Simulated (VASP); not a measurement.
# CdTe (I-4m2) in VASP: further runs, part 2 of 2

VASP 6.6.1.

## Step 3: Single point, PBEsol (strain +0.0750 x Voigt [0, 1, 0, 0, 0, 0])

Contents of INCAR:

```
SYSTEM = CdTe
ALGO = Normal ; EDIFF = 1E-6
ENCUT = 520 ; GGA = PS
ISIF = 2 ; ISMEAR = 0
LASPH = .TRUE. ; LCHARG = .FALSE.
LREAL = .FALSE. ; LWAVE = .FALSE.
NBANDS = 16 ; NELM = 80
PREC = Accurate ; SIGMA = 0.05
```

Contents of KPOINTS:

```
k-points
0
G
  8 8 8
  0 0 0
```

Contents of POSCAR:

```
CdTe
1.0
    0.0000000000      3.4880218915      3.2446715270
    3.2446715270      0.0000000000      3.2446715270
    3.2446715270      3.4880218915      0.0000000000
Cd Te
1 1
Direct
    0.0000000000      0.0000000000      0.0000000000
    0.7500000000      0.7500000000      0.7500000000
```

Potentials or basis: VASP PAW PBE potentials, release 64 (Cd, Te).

Command:

```sh
$ cat potpaw_PBE.64/Cd/POTCAR potpaw_PBE.64/Te/POTCAR > POTCAR
$ mpirun -np 1 vasp_std > vasp.out
```

OUTCAR:

```text
SYSTEM = CdTe
   EDIFF = 1E-6
   ENCUT = 520
   GGA = PS
   ISIF = 2
   ISMEAR = 0
   LASPH = .TRUE.
   LREAL = .FALSE.
   NELM = 80
   PREC = Accurate

 ion  position               nearest neighbor table
   1  0.000  0.000  0.000-   2 2.88   2 2.88   2 2.88   2 2.88
   2  0.750  0.750  0.750-   1 2.88   1 2.88   1 2.88   1 2.88

  LATTYP: Found a body centered tetragonal cell.
 ALAT       =     4.5886584789
 C/A-ratio  =     1.5202795795

  Lattice vectors:

 A1 = (   0.0000000000,  -3.4880218915,   3.2446715270)
 A2 = (   0.0000000000,  -3.4880218915,  -3.2446715270)
 A3 = (   3.2446715270,   3.4880218915,   0.0000000000)

Analysis of symmetry for initial positions (statically):
=====================================================================
 Subroutine PRICEL returns:
 Original cell was already a primitive cell.

 Routine SETGRP: Setting up the symmetry group for a
 body centered tetragonal supercell.

 Subroutine GETGRP returns: Found  8 space group operations
 (whereof  8 operations were pure point group operations)
 out of a pool of 16 trial point group operations.

The static configuration has the point symmetry D_2d.

Analysis of symmetry for dynamics (positions and initial velocities):
=====================================================================
 Subroutine PRICEL returns:
 Original cell was already a primitive cell.

 Routine SETGRP: Setting up the symmetry group for a
 body centered tetragonal supercell.

 Subroutine GETGRP returns: Found  8 space group operations
 (whereof  8 operations were pure point group operations)
 out of a pool of 16 trial point group operations.

The dynamic configuration has the point symmetry D_2d.

 Subroutine INISYM returns: Found  8 space group operations
 (whereof  8 operations are pure point group operations),
 and found     1 'primitive' translations

----------------------------------------------------------------------------------------

[... 106 lines left out ...]
   EFERMI =   0.00;   METHOD = LEGACY
   ISMEAR =     0;   SIGMA  =   0.05  broadening in eV -4-tet -1-fermi 0-gaus
   EFERMI_NEDOS =   21; number of points for ismear=-14 and -15
   IALGO  =     38    algorithm
   IMIX   =      4    mixing-type and parameters
     AMIX     =   0.40;   BMIX     =  1.00
     AMIX_MAG =   1.60;   BMIX_MAG =  1.00
  volume/ion in A,a.u.               =      36.72       247.81
  Fermi-wavevector in a.u.,A,eV,Ry     =   1.024508  1.936040 14.280907  1.049617
  Thomas-Fermi vector in A             =   2.158299
   LORBIT       =      0    0 simple, 1 ext, 2 COOP (PROOUT), +10 PAW based schemes
   GGA     = PS    functional components
   LHFCALC =     F    Hartree Fock is set to
   AEXX    =    0.0000 exact exchange contribution
   IVDW    =     0    specifies the selected vdW correction
   LEPSILON=     F    determine dielectric tensor
   LRPA    =     F    only Hartree local field effects (RPA)
 non-spin polarized calculation
 Gauss-broadening in eV      SIGMA  =   0.05
  energy-cutoff  :      520.00
  volume of cell :       73.44
 maximum number of plane-waves:      2020
   NGX = 17   NGY = 17   NGZ = 17

 number of electron      18.0000003 magnetization

 Free energy of the ion-electron system (eV)
  ---------------------------------------------------
  ext. energy  EPLUGINS =         0.00000000
  ---------------------------------------------------
  free energy    TOTEN  =        -5.43456071 eV

  energy without entropy =       -5.43456070  energy(sigma->0) =       -5.43456071

 E-fermi :   1.8039     XC(G=0):  -8.4519

 val. band max:        1.6321310950   @ k =   0.0000   0.0000   0.0000
 cond. band min:       1.9708822714   @ k =   0.0000   0.0000   0.0000
 fundamental gap:      0.3387511764
 Fermi energy:         1.8039430436

 k-point     1 :       0.0000    0.0000    0.0000
  band No.  band energies     occupation
      1      -9.2450      2.00000
      2      -6.4761      2.00000
      3      -6.4581      2.00000
      4      -6.4581      2.00000
      5      -6.2572      2.00000
      6      -6.2522      2.00000
[... 433 lines left out ...]
      3      -6.4015      2.00000
      4      -6.2627      2.00000
      5      -6.2491      2.00000
      6      -6.1422      2.00000
[... 8 lines left out ...]
     15      10.5427      0.00000
     16      11.1323      0.00000

 [... further k-points ...]
[... 5 lines left out ...]
  --------------------------------------------------------------------------------------
  -------------------------------------------------------------------------------------
  Total       -0.8900804     -1.5893239     -0.8900804      0.0000000     -0.0000000      0.0000000
  in kB      -19.4173135    -34.6714749    -19.4173135      0.0000000     -0.0000000      0.0000000
  external PRESSURE =     -24.5020339 kB  Pullay stress =       0.0000000 kB

 VOLUME and BASIS-vectors are now :
 -----------------------------------------------------------------------------
  energy-cutoff  :      520.00
  volume of cell :       73.44
      direct lattice vectors                 reciprocal lattice vectors
     0.000000000  3.488021891  3.244671527    -0.154098803  0.143347724  0.154098803
     3.244671527  0.000000000  3.244671527     0.154098803 -0.143347724  0.154098803
     3.244671527  3.488021891  0.000000000     0.154098803  0.143347724 -0.154098803

 POSITION                                       TOTAL-FORCE (eV/Angst)
 -----------------------------------------------------------------------------------
      0.00000      0.00000      0.00000         0.000000     -0.000000      0.000000
      4.86701      5.23203      4.86701        -0.000000      0.000000     -0.000000
 -----------------------------------------------------------------------------------
    total drift:                                0.000000      0.000001      0.000000

  FREE ENERGIE OF THE ION-ELECTRON SYSTEM (eV)
  ---------------------------------------------------
  free  energy   TOTEN  =        -5.4345607058 eV

  energy  without entropy=       -5.4345607042  energy(sigma->0) =       -5.43456071
```

OSZICAR:

```text
N       E                     dE             d eps       ncg     rms          rms(c)
DAV:   1     0.996489963766E+02    0.99649E+02   -0.82355E+03  1896   0.971E+02
DAV:   2    -0.194038632949E+01   -0.10159E+03   -0.96169E+02  2360   0.232E+02
DAV:   3    -0.566135352194E+01   -0.37210E+01   -0.37163E+01  2328   0.463E+01
DAV:   4    -0.569666263149E+01   -0.35309E-01   -0.35308E-01  2864   0.397E+00
DAV:   5    -0.569678032289E+01   -0.11769E-03   -0.11769E-03  2440   0.199E-01    0.462E+00
DAV:   6    -0.545291955058E+01    0.24386E+00   -0.44186E-01  2248   0.780E+00    0.398E+00
DAV:   7    -0.543551797387E+01    0.17402E-01   -0.91945E-02  2376   0.196E+00    0.167E+00
DAV:   8    -0.543453321139E+01    0.98476E-03   -0.89160E-03  2120   0.105E+00    0.422E-01
DAV:   9    -0.543450495241E+01    0.28259E-04   -0.80144E-04  2288   0.282E-01    0.851E-02
DAV:  10    -0.543453685219E+01   -0.31900E-04   -0.10318E-04  2400   0.964E-02    0.494E-02
DAV:  11    -0.543456158021E+01   -0.24728E-04   -0.39047E-05  2272   0.329E-02    0.260E-02
DAV:  12    -0.543456070581E+01    0.87440E-06   -0.29787E-06  2384   0.119E-02
   1 F= -.54345607E+01 E0= -.54345607E+01  d E =-.161460E-08
```

Wall time 26 s (1 thread of Intel Xeon 6975P-C (Granite Rapids), shared host); peak memory 0.24 GiB.

What came out:

* Free energy: -5.4346 eV
* Pressure: -2.5 GPa
* Band gap on the k mesh: 0.34 eV, direct

Caveat: the cell differs from its parent crystal (strain +0.0750 x Voigt [0, 1, 0, 0, 0, 0]); the PAW data sets were made with another functional, which shifts forces and pressure a little; spin-orbit coupling is left out, which moves the levels of the heavy elements.
